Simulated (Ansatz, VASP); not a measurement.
SnO2 in VASP and in Ansatz

```
CELL_PARAMETERS angstrom
3.59273 0.00000 0.00000
0.00000 3.59273 0.00000
0.00000 0.00000 5.53182
ATOMIC_POSITIONS crystal
Sn 0.50000 0.50000 0.50000
Sn 0.00000 0.00000 0.00000
O 0.00000 0.50000 0.67685
O 0.50000 0.00000 0.82315
O 0.50000 0.00000 0.32315
O 0.00000 0.50000 0.17685
```

Alike in both runs: functional PBE; k mesh 8 × 8 × 6; occupations gaussian, width 0.02 eV; no spin polarisation.

Ansatz relaxed the structure, and its values are those at the end. VASP's run is a single point on that final structure, the one shown.

|  | VASP | Ansatz |
| --- | --- | --- |
| version | VASP 6.6.1 | Ansatz 0.2.0 |
| potentials or method | VASP PAW PBE potentials, release 64 (Sn_d, O), cutoff 520 eV | scalar-relativistic, plane waves, PAW |
| valence electrons in the cell | 52 | 52 |

```tsv
	VASP	Ansatz	Ansatz less VASP
gap on the k mesh at the Fermi level (eV)	0.77	0.79	+0.014
least direct gap on the mesh (eV)	0.82	0.83	+0.015
pressure (GPa)	0.5	0.0	-0.51
rms of the force components (eV/Å)	0.022	0.001	-0.0210
```

With one functional, cell and mesh, what is left measures potentials, basis and numerics.
